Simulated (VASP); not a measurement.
# Cu3N (Pm-3m) in VASP: settings compared

Aim: see how the results for Cu3N move with the level of theory and the settings. Levels: revPBE, PBE, RPBE, r2SCAN. Tasks: single point.

All numbers are computed with VASP 6.6.1; they aren't measurements. Logs are shortened: lines on timing, memory, paths and dates and some standing lists are left out, and cuts for length are marked.

## 1. The cell of the first run

Symmetry: Pm-3m, No. 221, cubic system. The conventional cell has a = 3.807 Å, b = 3.807 Å, c = 3.807 Å, α = 90.00°, β = 90.00°, γ = 90.00°. Cu (site symmetry 4/mmm) has 2 N at 1.90 Å within 2.5 Å. Within 2.5 Å of N (site symmetry m-3m) lie 6 Cu at 1.90 Å.

## 2. Single point, revPBE

Contents of INCAR:

```
  PREC = Accurate
  ENCUT = 600
  EDIFF = 1E-6
  ISMEAR = 0
  SIGMA = 0.01
  LREAL = False
  LASPH = True
  NELM = 120
  ALGO = Normal
  ISIF = 2
  LWAVE = False
  LCHARG = False
  GGA = RE
  NBANDS = 27
  GGA_COMPAT = False
```

Contents of KPOINTS:

```
regular mesh
0
Gamma
  6 6 6
```

Contents of POSCAR:

```
Cu3N
1.0
    3.8070000000      0.0000000000      0.0000000000
    0.0000000000      3.8070000000      0.0000000000
    0.0000000000      0.0000000000      3.8070000000
Cu N
3 1
Direct
    0.5000000000      0.0000000000      0.0000000000
    0.0000000000      0.5000000000      0.0000000000
    0.0000000000      0.0000000000      0.5000000000
    0.0000000000      0.0000000000      0.0000000000
```

Potentials or basis: VASP PAW PBE potentials, release 64 (Cu, N).

Launch:

```
cat potpaw_PBE.64/Cu/POTCAR potpaw_PBE.64/N/POTCAR > POTCAR
mpirun -np 1 vasp_std > vasp.out
```

OUTCAR:

```text
PREC = Accurate
   ENCUT = 600
   EDIFF = 1E-6
   ISMEAR = 0
   LREAL = False
   LASPH = True
   NELM = 120
   ISIF = 2
   GGA = RE

 ion  position               nearest neighbor table
   1  0.500  0.000  0.000-   4 1.90   4 1.90   2 2.69   3 2.69   2 2.69   2 2.69   3 2.69   3 2.69
                             3 2.69   2 2.69
   2  0.000  0.500  0.000-   4 1.90   4 1.90   1 2.69   3 2.69   1 2.69   3 2.69   3 2.69   3 2.69
                             1 2.69   1 2.69
   3  0.000  0.000  0.500-   4 1.90   4 1.90   1 2.69   1 2.69   2 2.69   2 2.69   2 2.69   2 2.69
                             1 2.69   1 2.69
   4  0.000  0.000  0.000-   1 1.90   2 1.90   3 1.90   3 1.90   2 1.90   1 1.90

  LATTYP: Found a simple cubic cell.
 ALAT       =     3.8070000000

  Lattice vectors:

 A1 = (   3.8070000000,   0.0000000000,   0.0000000000)
 A2 = (   0.0000000000,   3.8070000000,   0.0000000000)
 A3 = (   0.0000000000,   0.0000000000,   3.8070000000)

Analysis of symmetry for initial positions (statically):
=====================================================================
 Subroutine PRICEL returns:
 Original cell was already a primitive cell.

 Routine SETGRP: Setting up the symmetry group for a
 simple cubic supercell.

 Subroutine GETGRP returns: Found 48 space group operations
 (whereof 48 operations were pure point group operations)
 out of a pool of 48 trial point group operations.

The static configuration has the point symmetry O_h .

Analysis of symmetry for dynamics (positions and initial velocities):
=====================================================================
 Subroutine PRICEL returns:
 Original cell was already a primitive cell.

 Routine SETGRP: Setting up the symmetry group for a
 simple cubic supercell.

 Subroutine GETGRP returns: Found 48 space group operations
 (whereof 48 operations were pure point group operations)
 out of a pool of 48 trial point group operations.

The dynamic configuration has the point symmetry O_h .

 Subroutine INISYM returns: Found 48 space group operations
 (whereof 48 operations are pure point group operations),
 and found     1 'primitive' translations

----------------------------------------------------------------------------------------

                                     Primitive cell

  volume of cell :      55.1758

  direct lattice vectors                    reciprocal lattice vectors
     3.807000000  0.000000000  0.000000000     0.262674022  0.000000000  0.000000000
     0.000000000  3.807000000  0.000000000     0.000000000  0.262674022  0.000000000
     0.000000000  0.000000000  3.807000000     0.000000000  0.000000000  0.262674022

  length of vectors
     3.807000000  3.807000000  3.807000000     0.262674022  0.262674022  0.262674022

  position of ions in fractional coordinates (direct lattice)
     0.500000000  0.000000000  0.000000000
     0.000000000  0.500000000  0.000000000
     0.000000000  0.000000000  0.500000000
     0.000000000  0.000000000  0.000000000

  ion indices of the primitive-cell ions
   primitive index   ion index
                 1           1
                 2           2
                 3           3
                 4           4

----------------------------------------------------------------------------------------

 KPOINTS: regular mesh

Automatic generation of k-mesh.
 Grid dimensions read from file:
 generate k-points for:    6    6    6

 Generating k-lattice:

  Cartesian coordinates                     Fractional coordinates (reciprocal lattice)
     0.043779004  0.000000000  0.000000000     0.166666667  0.000000000  0.000000000
     0.000000000  0.043779004  0.000000000     0.000000000  0.166666667  0.000000000
     0.000000000  0.000000000  0.043779004     0.000000000  0.000000000  0.166666667

  Length of vectors
     0.043779004  0.043779004  0.043779004

  Shift w.r.t. Gamma in fractional coordinates (k-lattice)
     0.000000000  0.000000000  0.000000000

 Subroutine IBZKPT returns following result:
 ===========================================

 Found     20 irreducible k-points:

 Following reciprocal coordinates:
            Coordinates               Weight
  0.000000  0.000000  0.000000      1.000000
  0.166667  0.000000  0.000000      6.000000
  0.333333  0.000000  0.000000      6.000000
  0.500000  0.000000  0.000000      3.000000
  0.166667  0.166667  0.000000     12.000000
  0.333333  0.166667  0.000000     24.000000
[... 12 lines left out ...]
  0.500000  0.500000  0.333333      6.000000
  0.500000  0.500000  0.500000      1.000000
   k-points           NKPTS =     20   k-points in BZ     NKDIM =     20   number of bands    NBANDS=     27
   number of dos      NEDOS =    301   number of ions     NIONS =      4
   total plane-waves  NPLWV =  27000
   dimension x,y,z NGX =    30 NGY =   30 NGZ =   30
   dimension x,y,z NGXF=    60 NGYF=   60 NGZF=   60
   ions per type =               3   1
   NGX,Y,Z   is equivalent  to a cutoff of  13.10, 13.10, 13.10 a.u.
   NGXF,Y,Z  is equivalent  to a cutoff of  26.20, 26.20, 26.20 a.u.
 SYSTEM =  unknown system
   PREC   = accura    normal or accurate (medium, high low for compatibility)
   ISTART =      0    job   : 0-new  1-cont  2-samecut
   ICHARG =      2    charge: 1-file 2-atom 10-const
   ISPIN  =      1    spin polarized calculation?
   LNONCOLLINEAR =      F non collinear calculations
   LSORBIT =      F    spin-orbit coupling
   LASPH  =      T    aspherical Exc in radial PAW
   ENCUT  =  600.0 eV  44.10 Ry    6.64 a.u.   7.60  7.60  7.60*2*pi/ulx,y,z
   NELM   =    120;   NELMIN=  2; NELMDL= -5     # of ELM steps
   EDIFF  = 0.1E-05   stopping-criterion for ELM
   LREAL  =      F    real-space projection
   EDIFFG = 0.1E-04   stopping-criterion for IOM
   NSW    =      0    number of steps for IOM
   IBRION =     -1    ionic relax: 0-MD 1-quasi-New 2-CG
   NFREE  =      0    steps in history (QN), initial steepest desc. (CG)
   ISIF   =      2    stress and relaxation
   ISYM   =      2    0-nonsym 1-usesym 2-fastsym
   POTIM  = 0.5000    time-step for ionic-motion
   TEBEG  =    0.0;   TEEND  =   0.0 temperature during run
   PSTRESS=    0.0 pullay stress
   NELECT =      38.0000    total number of electrons
   NUPDOWN=      -1.0000    fix difference up-down
   EMIN   =  10.00;   EMAX   =-10.00  energy-range for DOS
   EFERMI =   0.00;   METHOD = LEGACY
   ISMEAR =     0;   SIGMA  =   0.01  broadening in eV -4-tet -1-fermi 0-gaus
   EFERMI_NEDOS =   21; number of points for ismear=-14 and -15
   IALGO  =     38    algorithm
   IMIX   =      4    mixing-type and parameters
     AMIX     =   0.40;   BMIX     =  1.00
     AMIX_MAG =   1.60;   BMIX_MAG =  1.00
  volume/ion in A,a.u.               =      13.79        93.09
  Fermi-wavevector in a.u.,A,eV,Ry     =   1.445728  2.732029 28.437924  2.090128
  Thomas-Fermi vector in A             =   2.563877
   LORBIT       =      0    0 simple, 1 ext, 2 COOP (PROOUT), +10 PAW based schemes
   GGA     = RE    functional components
   LHFCALC =     F    Hartree Fock is set to
   AEXX    =    0.0000 exact exchange contribution
   IVDW    =     0    specifies the selected vdW correction
   LEPSILON=     F    determine dielectric tensor
   LRPA    =     F    only Hartree local field effects (RPA)
 non-spin polarized calculation
 Gauss-broadening in eV      SIGMA  =   0.01
  energy-cutoff  :      600.00
  volume of cell :       55.18
 maximum number of plane-waves:      1856
   NGX = 15   NGY = 15   NGZ = 15

 number of electron      37.9999955 magnetization

 Free energy of the ion-electron system (eV)
  ---------------------------------------------------
  ext. energy  EPLUGINS =         0.00000000
  ---------------------------------------------------
  free energy    TOTEN  =       -16.89112715 eV

  energy without entropy =      -16.89112715  energy(sigma->0) =      -16.89112715

 E-fermi :   5.2443     XC(G=0): -10.7025

 val. band max:        5.1120494623   @ k =   0.5000   0.5000   0.5000
 cond. band min:       5.2977348659   @ k =   0.5000   0.5000   0.0000
 fundamental gap:      0.1856854035
 Fermi energy:         5.2442779199

 k-point     1 :       0.0000    0.0000    0.0000
  band No.  band energies     occupation
      1     -11.8236      2.00000
      2      -0.1616      2.00000
      3       0.3082      2.00000
      4       0.3082      2.00000
      5       0.3082      2.00000
      6       1.2250      2.00000
[... 19 lines left out ...]
     26      17.4180      0.00000
     27      17.4192      0.00000

 k-point     2 :       0.1667    0.0000    0.0000
  band No.  band energies     occupation
      1     -11.7261      2.00000
      2      -0.7277      2.00000
      3       0.0478      2.00000
      4       0.0478      2.00000
      5       0.2109      2.00000
      6       1.2530      2.00000
[... 19 lines left out ...]
     26      15.9996      0.00000
     27      16.3492      0.00000

 k-point     3 :       0.3333    0.0000    0.0000
  band No.  band energies     occupation
      1     -11.5170      2.00000
      2      -1.9054      2.00000
      3      -0.2832      2.00000
      4      -0.2832      2.00000
      5       0.7231      2.00000
      6       1.3128      2.00000
[... 19 lines left out ...]
     26      14.9785      0.00000
     27      14.9796      0.00000

 k-point     4 :       0.5000    0.0000    0.0000
  band No.  band energies     occupation
      1     -11.4042      2.00000
      2      -2.3997      2.00000
      3      -0.4098      2.00000
      4      -0.4098      2.00000
      5       1.2199      2.00000
      6       1.3448      2.00000
[... 19 lines left out ...]
     26      14.4047      0.00000
     27      14.4047      0.00000
[... 396 lines left out ...]
      4      -2.1922      2.00000
      5       1.6131      2.00000
      6       1.9556      2.00000
[... 19 lines left out ...]
     26      13.3616      0.00000
     27      17.8087      0.00000

 k-point    19 :       0.5000    0.5000    0.3333
  band No.  band energies     occupation
      1     -10.6496      2.00000
      2      -2.6342      2.00000
      3      -2.6342      2.00000
      4      -2.2617      2.00000
      5       1.5518      2.00000
      6       2.0573      2.00000
[... 19 lines left out ...]
     26      13.1602      0.00000
     27      16.9759      0.00000

 k-point    20 :       0.5000    0.5000    0.5000
  band No.  band energies     occupation
      1     -10.5284      2.00000
      2      -2.6741      2.00000
      3      -2.6741      2.00000
      4      -2.6741      2.00000
      5       1.4742      2.00000
      6       2.1037      2.00000
[... 19 lines left out ...]
     26      13.1942      0.00000
     27      15.8397      0.00000

------------------------ aborting loop because EDIFF is reached ----------------------------------------

  FORCE on cell =-STRESS in cart. coord.  units (eV):
  Direction    XX          YY          ZZ          XY          YZ          ZX
  --------------------------------------------------------------------------------------
  -------------------------------------------------------------------------------------
  Total        1.8484440      1.8484440      1.8484440     -0.0000000      0.0000000      0.0000000
  in kB       53.6745289     53.6745289     53.6745289     -0.0000000      0.0000000      0.0000000
  external PRESSURE =      53.6745289 kB  Pullay stress =       0.0000000 kB

 VOLUME and BASIS-vectors are now :
 -----------------------------------------------------------------------------
  energy-cutoff  :      600.00
  volume of cell :       55.18
      direct lattice vectors                 reciprocal lattice vectors
     3.807000000  0.000000000  0.000000000     0.262674022  0.000000000  0.000000000
     0.000000000  3.807000000  0.000000000     0.000000000  0.262674022  0.000000000
     0.000000000  0.000000000  3.807000000     0.000000000  0.000000000  0.262674022

 POSITION                                       TOTAL-FORCE (eV/Angst)
 -----------------------------------------------------------------------------------
      1.90350      0.00000      0.00000         0.000000      0.000000      0.000000
      0.00000      1.90350      0.00000         0.000000      0.000000      0.000000
      0.00000      0.00000      1.90350         0.000000      0.000000      0.000000
      0.00000      0.00000      0.00000         0.000000      0.000000      0.000000
 -----------------------------------------------------------------------------------
    total drift:                                0.000000      0.000000      0.000000

  FREE ENERGIE OF THE ION-ELECTRON SYSTEM (eV)
  ---------------------------------------------------
  free  energy   TOTEN  =       -16.8911271482 eV

  energy  without entropy=      -16.8911271482  energy(sigma->0) =      -16.89112715
```

It took 40 s on 1 thread of Intel Xeon Platinum 8259CL at 2.50GHz (Skylake/Cascade Lake), shared host; peak memory 0.18 GiB.

Results:

| Item | Value |
| --- | --- |
| Free energy | -16.8911 eV |
| Pressure | 5.4 GPa |
| Band gap on the k mesh | 0.19 eV, indirect (least direct gap 0.74 eV) |

Levels at points of the mesh, in eV from the valence-band top:
```csv
k point,band 17,band 18,band 19,band 20,band 21,band 22
"(0.00, 0.00, 0.00)",-1.84,-1.84,-1.80,1.00,5.33,5.33
"(0.50, 0.00, 0.00)",-1.84,-1.42,-1.42,1.58,3.34,6.85
"(0.50, 0.50, 0.00)",-1.08,-1.08,-0.69,0.19,3.60,4.85
"(0.50, 0.50, 0.50)",0.00,0.00,0.00,0.80,0.80,0.80
```

Caveat: the PAW data sets were made with another functional, which shifts forces and pressure a little.

## 3. Single point, PBE

Contents of INCAR:

```
ALGO     = Normal         # electronic algorithm
EDIFF    = 1E-6           # SCF threshold, eV
ENCUT    = 600            # plane-wave cutoff, eV
GGA      = PE             # functional
GGA_COMPAT= F            
ISIF     = 2              # what is computed and relaxed
ISMEAR   = 0              # smearing method
LASPH    = T              # aspherical terms in the spheres
LCHARG   = F              # write CHGCAR
LREAL    = F              # projectors in reciprocal space
LWAVE    = F              # write WAVECAR
NBANDS   = 27             # bands
NELM     = 120            # most SCF steps
PREC     = Accurate       # precision mode
SIGMA    = 0.01           # smearing width, eV
```

Contents of KPOINTS:

```
k-points
0
Gamma
  6 6 6
```

POSCAR is that of step 2.

Potentials or basis: VASP PAW PBE potentials, release 64 (Cu, N).

Launch:

```
cat potpaw_PBE.64/Cu/POTCAR potpaw_PBE.64/N/POTCAR > POTCAR
mpirun -np 1 vasp_std > vasp.out
```

Wall time 42 s (1 thread of Intel Xeon Platinum 8259CL at 2.50GHz (Skylake/Cascade Lake), shared host); peak memory 0.18 GiB.

Results (log left out):

| Quantity | Value |
| --- | --- |
| Free energy | -18.3739 eV |
| Pressure | 2.8 GPa |
| Band gap on the k mesh | 0.19 eV, indirect (least direct gap 0.74 eV) |

Levels at points of the mesh, in eV from the valence-band top:
| k point | band 15 | band 16 | band 17 | band 18 | band 19 | band 20 | band 21 | band 22 | band 23 | band 24 |
| --- | --- | --- | --- | --- | --- | --- | --- | --- | --- | --- |
| (0.00, 0.00, 0.00) | -2.37 | -1.83 | -1.83 | -1.83 | -1.80 | 1.01 | 5.31 | 5.31 | 6.61 | 6.61 |
| (0.50, 0.00, 0.00) | -2.36 | -2.19 | -1.83 | -1.41 | -1.41 | 1.58 | 3.34 | 6.81 | 7.22 | 7.22 |
| (0.50, 0.50, 0.00) | -2.41 | -2.15 | -1.07 | -1.07 | -0.69 | 0.19 | 3.59 | 4.84 | 4.84 | 8.21 |
| (0.50, 0.50, 0.50) | -1.88 | -1.88 | 0.00 | 0.00 | 0.00 | 0.80 | 0.80 | 0.80 | 6.14 | 8.05 |

## 4. Single point, RPBE

Contents of INCAR:

```
PREC = Accurate ; ENCUT = 600
EDIFF = 1E-6 ; ISMEAR = 0
SIGMA = 0.01 ; LREAL = False
LASPH = True ; NELM = 120
ALGO = Normal ; ISIF = 2
LWAVE = False ; LCHARG = False
GGA = RP ; NBANDS = 27
GGA_COMPAT = False
```

Contents of KPOINTS:

```
Automatic mesh
0
Gamma
  6 6 6
```

POSCAR is that of step 3.

Launch:

```
cat potpaw_PBE.64/Cu/POTCAR potpaw_PBE.64/N/POTCAR > POTCAR
mpirun -np 1 vasp_std > vasp.out
```

It took 46 s on 1 thread of Intel Xeon Platinum 8259CL at 2.50GHz (Skylake/Cascade Lake), shared host; peak memory 0.18 GiB.

It converged, with:

```
Free energy            : -16.5508 eV
Pressure               : 6.5 GPa
Band gap on the k mesh : 0.19 eV, indirect (least direct gap 0.74 eV)
```

Levels at points of the mesh, in eV from the valence-band top:
```tsv
k point	band 16	band 17	band 18	band 19	band 20	band 21	band 22	band 23
(0.00, 0.00, 0.00)	-1.84	-1.84	-1.84	-1.81	1.00	5.33	5.33	6.63
(0.50, 0.00, 0.00)	-2.20	-1.84	-1.42	-1.42	1.58	3.34	6.86	7.23
(0.50, 0.50, 0.00)	-2.17	-1.08	-1.08	-0.69	0.19	3.61	4.85	4.85
(0.50, 0.50, 0.50)	-1.88	0.00	0.00	0.00	0.81	0.81	0.81	6.14
```

Caveat: the PAW data sets were made with another functional, which shifts forces and pressure a little.

## 5. Single point, r2SCAN

POSCAR is that of step 4.

Contents of INCAR.step1:

```
PREC     = Accurate       # precision mode
ENCUT    = 660            # plane-wave cutoff, eV
ISMEAR   = 0              # smearing method
SIGMA    = 0.01           # smearing width, eV
LREAL    = False          # projectors in reciprocal space
LASPH    = True           # aspherical terms in the spheres
NELM     = 120            # most SCF steps
NBANDS   = 27             # bands
GGA      = PE             # functional
ALGO     = Normal         # electronic algorithm
EDIFF    = 1E-5           # SCF threshold, eV
LWAVE    = True           # write WAVECAR
LCHARG   = False          # write CHGCAR
GGA_COMPAT= False
```

Contents of INCAR.step2:

```
PREC     = Accurate       # precision mode
ENCUT    = 660            # plane-wave cutoff, eV
EDIFF    = 1E-6           # SCF threshold, eV
ISMEAR   = 0              # smearing method
SIGMA    = 0.01           # smearing width, eV
LREAL    = False          # projectors in reciprocal space
LASPH    = True           # aspherical terms in the spheres
NELM     = 120            # most SCF steps
ALGO     = Normal         # electronic algorithm
ISIF     = 2              # what is computed and relaxed
LWAVE    = False          # write WAVECAR
LCHARG   = True           # write CHGCAR
METAGGA  = R2SCAN         # meta-GGA
LMIXTAU  = True         
LELF     = True           # ELF
LVHAR    = True         
NBANDS   = 27             # bands
ISTART   = 1            
GGA_COMPAT= False
```

Contents of KPOINTS:

```
regular mesh
0
Gamma
  6 6 6
```

Launch:

```
cat potpaw_PBE.64/Cu/POTCAR potpaw_PBE.64/N/POTCAR > POTCAR
cp INCAR.step1 INCAR
mpirun -np 1 vasp_std > vasp.out
cp INCAR.step2 INCAR
mpirun -np 1 vasp_std > vasp.out
```

It took 1.7 min on 1 thread of Intel Xeon Platinum 8259CL at 2.50GHz (Skylake/Cascade Lake), shared host; peak memory 0.2 GiB.

It converged, with:

```
Free energy            : -40.7091 eV
Pressure               : -1.2 GPa
Band gap on the k mesh : 0.30 eV, indirect (least direct gap 0.90 eV)
```

Levels at points of the mesh, in eV from the valence-band top:
```tsv
k point	band 15	band 16	band 17	band 18	band 19	band 20	band 21	band 22	band 23	band 24
(0.00, 0.00, 0.00)	-2.46	-1.94	-1.94	-1.94	-1.88	1.16	5.67	5.67	7.01	7.01
(0.50, 0.00, 0.00)	-2.46	-2.27	-1.94	-1.48	-1.48	1.81	3.55	7.29	7.56	7.56
(0.50, 0.50, 0.00)	-2.41	-2.25	-1.12	-1.12	-0.73	0.30	3.96	5.16	5.16	8.61
(0.50, 0.50, 0.50)	-1.97	-1.97	0.00	0.00	0.00	0.99	0.99	0.99	6.32	8.60
```

Caveat: the PAW data sets were made with another functional, which shifts forces and pressure a little.

## 6. The runs side by side

```csv
level,cutoff (eV),gap on the mesh (eV),pressure (GPa)
revPBE,600,0.19,5.4
PBE,600,0.19,2.8
RPBE,600,0.19,6.5
r2SCAN,660,0.30,-1.2
```

Alike in all rows: task single point; potentials or basis VASP PAW PBE potentials, release 64 (Cu, N); no spin polarisation; cell as given; k mesh 6 × 6 × 6; smearing gaussian 0.01 eV.

On the cell as given the gap runs from 0.19 eV (revPBE) to 0.30 eV (r2SCAN). The pressure there spans -1.2 GPa (r2SCAN) to 6.5 GPa (RPBE); a positive pressure means that this level wants a larger cell, a negative one a smaller.

Caveats: the PAW data sets were made with another functional, which shifts forces and pressure a little (some runs).

Absolute energies hang on the potentials; compare differences alone.
